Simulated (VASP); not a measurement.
# ScAl (Pm-3m) in VASP: a series of runs

ScAl is run at these levels: PBEsol; tasks: elastic constants, vibrations by perturbation theory.

Program: VASP 6.6.1. These are calculated values, not measurements. Logs are shortened: lines on timing, memory, paths and dates and some standing lists are left out, and cuts for length are marked.

### Step 1. The cell of the first run

Symmetry: Pm-3m, No. 221, cubic system. The conventional cell has a = 3.348 Å, b = 3.348 Å, c = 3.348 Å, α = 90.00°, β = 90.00°, γ = 90.00°. Within 3.8 Å of Sc (site symmetry m-3m) lie 8 Al at 2.90 Å and 6 Sc at 3.35 Å. Al (site symmetry m-3m) has 8 Sc at 2.90 Å and 6 Al at 3.35 Å within 3.8 Å.

### Step 2. Elastic constants, PBEsol

Input file INCAR:

```
SYSTEM = ScAl
ALGO = Normal
EDIFF = 1E-8
ENCUT = 600
GGA = PS
IBRION = 6
ISIF = 3
ISMEAR = -1
LASPH = .TRUE.
LCHARG = .FALSE.
LREAL = .FALSE.
LWAVE = .FALSE.
NELM = 80
NFREE = 2
NSW = 1
POTIM = 0.015
PREC = Accurate
SIGMA = 0.15
```

Input file KPOINTS:

```
k-points
0
G
  12 12 12
  0 0 0
```

Input file POSCAR:

```
ScAl
1.0
    3.3478901151      0.0000000000      0.0000000000
    0.0000000000      3.3478901151      0.0000000000
    0.0000000000      0.0000000000      3.3478901151
Sc Al
1 1
Direct
    0.5000000000      0.5000000000      0.5000000000
    0.0000000000      0.0000000000      0.0000000000
```

Potentials or basis: VASP PAW PBE potentials, release 64 (Sc_sv, Al).

The run is started by

```sh
$ cat potpaw_PBE.64/Sc_sv/POTCAR potpaw_PBE.64/Al/POTCAR > POTCAR
$ mpirun -np 1 vasp_std > vasp.out
```

OUTCAR:

```text
SYSTEM = ScAl
   EDIFF = 1E-8
   ENCUT = 600
   GGA = PS
   IBRION = 6
   ISIF = 3
   ISMEAR = -1
   LASPH = .TRUE.
   LREAL = .FALSE.
   NELM = 80
   NFREE = 2
   NSW = 1
   POTIM = 0.015
   PREC = Accurate

 ion  position               nearest neighbor table
   1  0.500  0.500  0.500-   2 2.90   2 2.90   2 2.90   2 2.90   2 2.90   2 2.90   2 2.90   2 2.90

   2  0.000  0.000  0.000-   1 2.90   1 2.90   1 2.90   1 2.90   1 2.90   1 2.90   1 2.90   1 2.90

  LATTYP: Found a simple cubic cell.
 ALAT       =     3.3478901151

  Lattice vectors:

 A1 = (   3.3478901151,   0.0000000000,   0.0000000000)
 A2 = (   0.0000000000,   3.3478901151,   0.0000000000)
 A3 = (   0.0000000000,   0.0000000000,   3.3478901151)

Analysis of symmetry for initial positions (statically):
=====================================================================
 Subroutine PRICEL returns:
 Original cell was already a primitive cell.

 Routine SETGRP: Setting up the symmetry group for a
 simple cubic supercell.

 Subroutine GETGRP returns: Found 48 space group operations
[... 9 lines left out ...]

 Routine SETGRP: Setting up the symmetry group for a
 simple cubic supercell.

 Subroutine GETGRP returns: Found 48 space group operations
[... 11 lines left out ...]
                                     Primitive cell

  volume of cell :      37.5244

  direct lattice vectors                    reciprocal lattice vectors
     3.347890115  0.000000000  0.000000000     0.298695586  0.000000000  0.000000000
     0.000000000  3.347890115  0.000000000     0.000000000  0.298695586  0.000000000
     0.000000000  0.000000000  3.347890115     0.000000000  0.000000000  0.298695586

  length of vectors
     3.347890115  3.347890115  3.347890115     0.298695586  0.298695586  0.298695586

  position of ions in fractional coordinates (direct lattice)
[... 8 lines left out ...]
----------------------------------------------------------------------------------------

 KPOINTS: k-points

Automatic generation of k-mesh.
 Grid dimensions read from file:
 generate k-points for:   12   12   12

 Generating k-lattice:

  Cartesian coordinates                     Fractional coordinates (reciprocal lattice)
     0.024891299  0.000000000  0.000000000     0.083333333  0.000000000  0.000000000
     0.000000000  0.024891299  0.000000000     0.000000000  0.083333333  0.000000000
     0.000000000  0.000000000  0.024891299     0.000000000  0.000000000  0.083333333

  Length of vectors
     0.024891299  0.024891299  0.024891299

  Shift w.r.t. Gamma in fractional coordinates (k-lattice)
     0.000000000  0.000000000  0.000000000

 Subroutine IBZKPT returns following result:
 ===========================================

 Found     84 irreducible k-points:

 Following reciprocal coordinates:
            Coordinates               Weight
  0.000000  0.000000  0.000000      1.000000
  0.083333  0.000000  0.000000      6.000000
  0.166667  0.000000  0.000000      6.000000
  0.250000  0.000000  0.000000      6.000000
  0.333333  0.000000  0.000000      6.000000
  0.416667  0.000000  0.000000      6.000000
[... 16 lines left out ...]
  0.333333  0.333333  0.000000     12.000000
  0.416667  0.333333  0.000000     24.000000
 [... further k-points ...]
   k-points           NKPTS =     84   k-points in BZ     NKDIM =     84   number of bands    NBANDS=     11
   number of dos      NEDOS =    301   number of ions     NIONS =      2
   total plane-waves  NPLWV =  21952
   dimension x,y,z NGX =    28 NGY =   28 NGZ =   28
   dimension x,y,z NGXF=    56 NGYF=   56 NGZF=   56
   ions per type =               1   1
   NGX,Y,Z   is equivalent  to a cutoff of  13.90, 13.90, 13.90 a.u.
   NGXF,Y,Z  is equivalent  to a cutoff of  27.81, 27.81, 27.81 a.u.
 SYSTEM =  ScAl
   PREC   = accura    normal or accurate (medium, high low for compatibility)
   ISTART =      0    job   : 0-new  1-cont  2-samecut
   ICHARG =      2    charge: 1-file 2-atom 10-const
   ISPIN  =      1    spin polarized calculation?
   LNONCOLLINEAR =      F non collinear calculations
   LSORBIT =      F    spin-orbit coupling
   LASPH  =      T    aspherical Exc in radial PAW
   ENCUT  =  600.0 eV  44.10 Ry    6.64 a.u.   6.69  6.69  6.69*2*pi/ulx,y,z
   NELM   =     80;   NELMIN=  2; NELMDL= -5     # of ELM steps
   EDIFF  = 0.1E-07   stopping-criterion for ELM
   LREAL  =      F    real-space projection
   EDIFFG = 0.1E-06   stopping-criterion for IOM
   NSW    =     61    number of steps for IOM
   IBRION =      6    ionic relax: 0-MD 1-quasi-New 2-CG
   NFREE  =      2    steps in history (QN), initial steepest desc. (CG)
   ISIF   =      3    stress and relaxation
   ISYM   =      2    0-nonsym 1-usesym 2-fastsym
   POTIM  = 0.0150    time-step for ionic-motion
   TEBEG  =    0.0;   TEEND  =   0.0 temperature during run
   PSTRESS=    0.0 pullay stress
   NELECT =      14.0000    total number of electrons
   NUPDOWN=      -1.0000    fix difference up-down
   EMIN   =  10.00;   EMAX   =-10.00  energy-range for DOS
   EFERMI =   0.00;   METHOD = LEGACY
   ISMEAR =    -1;   SIGMA  =   0.15  broadening in eV -4-tet -1-fermi 0-gaus
   EFERMI_NEDOS =   21; number of points for ismear=-14 and -15
   IALGO  =     38    algorithm
   IMIX   =      4    mixing-type and parameters
     AMIX     =   0.40;   BMIX     =  1.00
     AMIX_MAG =   1.60;   BMIX_MAG =  1.00
  volume/ion in A,a.u.               =      18.76       126.61
  Fermi-wavevector in a.u.,A,eV,Ry     =   1.178545  2.227128 18.898074  1.388969
  Thomas-Fermi vector in A             =   2.314872
   LORBIT       =      0    0 simple, 1 ext, 2 COOP (PROOUT), +10 PAW based schemes
   GGA     = PS    functional components
   LHFCALC =     F    Hartree Fock is set to
   AEXX    =    0.0000 exact exchange contribution
   IVDW    =     0    specifies the selected vdW correction
   LEPSILON=     F    determine dielectric tensor
   LRPA    =     F    only Hartree local field effects (RPA)
 finite differences with symmetry
 non-spin polarized calculation
  energy-cutoff  :      600.00
  volume of cell :       37.52
 maximum number of plane-waves:      1273
 NGX is ok and might be reduce to    28
   NGX = 13   NGY = 13   NGZ = 13

--------------------------------------- Ionic step        1  -------------------------------------------

 number of electron      14.0000002 magnetization

 Free energy of the ion-electron system (eV)
  ---------------------------------------------------
  ext. energy  EPLUGINS =         0.00000000
  ---------------------------------------------------
  free energy    TOTEN  =       -11.65718540 eV

  energy without entropy =      -11.58162607  energy(sigma->0) =      -11.61940574

------------------------ aborting loop because EDIFF is reached ----------------------------------------

  FORCE on cell =-STRESS in cart. coord.  units (eV):
  Direction    XX          YY          ZZ          XY          YZ          ZX
  --------------------------------------------------------------------------------------
  -------------------------------------------------------------------------------------
  Total        0.0382995      0.0382995      0.0382995      0.0000000      0.0000000     -0.0000000
  in kB        1.6352744      1.6352744      1.6352744      0.0000000      0.0000000     -0.0000000
  external PRESSURE =       1.6352744 kB  Pullay stress =       0.0000000 kB
[... 89 lines left out ...]
  FREE ENERGIE OF THE ION-ELECTRON SYSTEM (eV)
  ---------------------------------------------------
  free  energy   TOTEN  =       -11.6539991696 eV

  energy  without entropy=      -11.5803675895  energy(sigma->0) =      -11.61718338

[... ionic steps 4 to 14 ...]

--------------------------------------- Ionic step       15  -------------------------------------------

 number of electron      14.0000002 magnetization

------------------------ aborting loop because EDIFF is reached ----------------------------------------
[... 67 lines left out ...]
--------------------------------------- Ionic step       17  -------------------------------------------

 number of electron      14.0000002 magnetization

 Free energy of the ion-electron system (eV)
  ---------------------------------------------------
  ext. energy  EPLUGINS =         0.00000000
  ---------------------------------------------------
  free energy    TOTEN  =       -11.65659843 eV

  energy without entropy =      -11.58104195  energy(sigma->0) =      -11.61882019

 E-fermi :   6.1054     XC(G=0): -10.4882

 val. band max:        6.0977352264   @ k =   0.0000   0.3333   0.0000
 cond. band min:       6.1847684188   @ k =   0.5000   0.1667   0.0000
 fundamental gap:      0.0870331924
 Fermi energy:         6.1054163675

 k-point     1 :       0.0000    0.0000    0.0000
  band No.  band energies     occupation
      1     -43.0279      2.00000
      2     -21.7048      2.00000
      3     -21.7048      2.00000
      4     -21.7048      2.00000
      5      -2.4101      2.00000
      6       5.4242      1.97891
      7       5.4243      1.97890
      8       8.9052      0.00000
      9       8.9052      0.00000
     10       8.9054      0.00000
     11       9.9495      0.00000
[... 309 lines left out ...]
 k-point    24 :       0.4167    0.3333    0.0000
  band No.  band energies     occupation
      1     -43.0005      2.00000
      2     -21.8666      2.00000
      3     -21.8277      2.00000
      4     -21.6753      2.00000
      5       0.8136      2.00000
      6       3.3943      2.00000
      7       4.7254      1.99980
      8       6.4005      0.24539
      9       7.5132      0.00017
     10       7.9490      0.00001
     11       9.8620      0.00000

 [... further k-points ...]
[... 5 lines left out ...]
  --------------------------------------------------------------------------------------
  -------------------------------------------------------------------------------------
  Total        0.0389146      0.0399640      0.0399640      0.0000000      0.0000000     -0.0000000
  in kB        1.6615340      1.7063432      1.7063432      0.0000000      0.0000000     -0.0000000
  external PRESSURE =       1.6914068 kB  Pullay stress =       0.0000000 kB
[... 17 lines left out ...]
  FREE ENERGIE OF THE ION-ELECTRON SYSTEM (eV)
  ---------------------------------------------------
  free  energy   TOTEN  =       -11.6565984340 eV

  energy  without entropy=      -11.5810419537  energy(sigma->0) =      -11.61882019

 INTERNAL STRAIN TENSORS FROM STRAINED CELLS
 ============================================

 INTERNAL STRAIN TENSOR FOR ION    1 for displacements in x,y,z  (eV/Angst):
          X           Y           Z          XY          YZ          ZX
  --------------------------------------------------------------------------------
  x     0.00000     0.00000     0.00000     0.00000     0.00000     0.00000
  y     0.00000     0.00000     0.00000     0.00000     0.00000     0.00000
  z     0.00000     0.00000     0.00000     0.00000     0.00000     0.00000

 INTERNAL STRAIN TENSORS FROM DISPLACED ATOMS
 ============================================

 INTERNAL STRAIN TENSOR FOR ION    1 for displacements in x,y,z  (eV/Angst):
          X           Y           Z          XY          YZ          ZX
  --------------------------------------------------------------------------------
  x     0.00000     0.00000     0.00000     0.00000     0.00000     0.00000
  y     0.00000     0.00000     0.00000     0.00000     0.00000     0.00000
  z     0.00000     0.00000     0.00000     0.00000     0.00000     0.00000

 INTERNAL STRAIN TENSOR FOR ION    2 for displacements in x,y,z  (eV/Angst):
          X           Y           Z          XY          YZ          ZX
  --------------------------------------------------------------------------------
  x     0.00000     0.00000     0.00000     0.00000     0.00000     0.00000
  y     0.00000     0.00000     0.00000     0.00000     0.00000     0.00000
  z     0.00000     0.00000     0.00000     0.00000     0.00000     0.00000

 Eigenvectors and eigenvalues of the dynamical matrix
 ----------------------------------------------------

   1 f  =    8.697363 THz    54.647141 2PiTHz  290.112792 cm-1    35.969386 meV
             X         Y         Z           dx          dy          dz
      1.673945  1.673945  1.673945     0.000000    0.426084    0.440019
      0.000000  0.000000  0.000000     0.000000   -0.549879   -0.567863
[... 21 lines left out ...]
   6 f/i=    0.000900 THz     0.005655 2PiTHz    0.030023 cm-1     0.003722 meV
             X         Y         Z           dx          dy          dz
      1.673945  1.673945  1.673945     0.782032    0.107822    0.040451
      0.000000  0.000000  0.000000     0.605972    0.083548    0.031344

--------------------------------------------------------------------------------------------------------

 ELASTIC MODULI CONTR FROM IONIC RELAXATION (kBar)
 Direction    XX          YY          ZZ          XY          YZ          ZX
 --------------------------------------------------------------------------------
 XX           0.0000      0.0000      0.0000      0.0000      0.0000      0.0000
 YY           0.0000      0.0000      0.0000      0.0000      0.0000      0.0000
 ZZ           0.0000      0.0000      0.0000      0.0000      0.0000      0.0000
 XY           0.0000      0.0000      0.0000      0.0000      0.0000      0.0000
 YZ           0.0000      0.0000      0.0000      0.0000      0.0000      0.0000
 ZX           0.0000      0.0000      0.0000      0.0000      0.0000      0.0000
 --------------------------------------------------------------------------------

 TOTAL ELASTIC MODULI (kBar)
 Direction    XX          YY          ZZ          XY          YZ          ZX
 --------------------------------------------------------------------------------
 XX         953.3256    734.8452    734.8452     -0.0000     -0.0000      0.0000
 YY         734.8452    953.3256    734.8452     -0.0000     -0.0000      0.0000
 ZZ         734.8452    734.8452    953.3256     -0.0000     -0.0000      0.0000
 XY          -0.0000     -0.0000     -0.0000    921.4783      0.0000      0.0000
 YZ          -0.0000     -0.0000     -0.0000      0.0000    921.4783      0.0000
 ZX           0.0000      0.0000      0.0000      0.0000      0.0000    921.4783
 --------------------------------------------------------------------------------
```

Run time: 23 min. Hardware: 1 thread of Intel Xeon Platinum 8259CL at 2.50GHz (Skylake/Cascade Lake), shared host; peak memory 0.56 GiB.

What came out:

| Quantity | Value |
| --- | --- |
| Elastic constants C11, C12, C44 | 95, 73, 92 GPa |
| Voigt bulk modulus | 81 GPa |
| Highest phonon frequency at Γ, LO-TO splitting left out | 290 cm⁻¹ |

Phonon frequencies in cm⁻¹ (negative: imaginary):
| q point | frequencies |
| --- | --- |
| (0.000, 0.000, 0.000) | 0 0 0 290 290 290 |

Elastic tensor in Voigt notation (GPa, in the Cartesian axes of the cell as first typed):
```
95 73 73  0  0  0
73 95 73  0  0  0
73 73 95  0  0  0
 0  0  0 92  0  0
 0  0  0  0 92  0
 0  0  0  0  0 92
```

Clamped-ion elastic tensor (GPa):
```
95 73 73  0  0  0
73 95 73  0  0  0
73 73 95  0  0  0
 0  0  0 92  0  0
 0  0  0  0 92  0
 0  0  0  0  0 92
```

Caveat: the PAW data sets were made with another functional, which shifts forces and pressure a little.

[end of part 1 of 2]
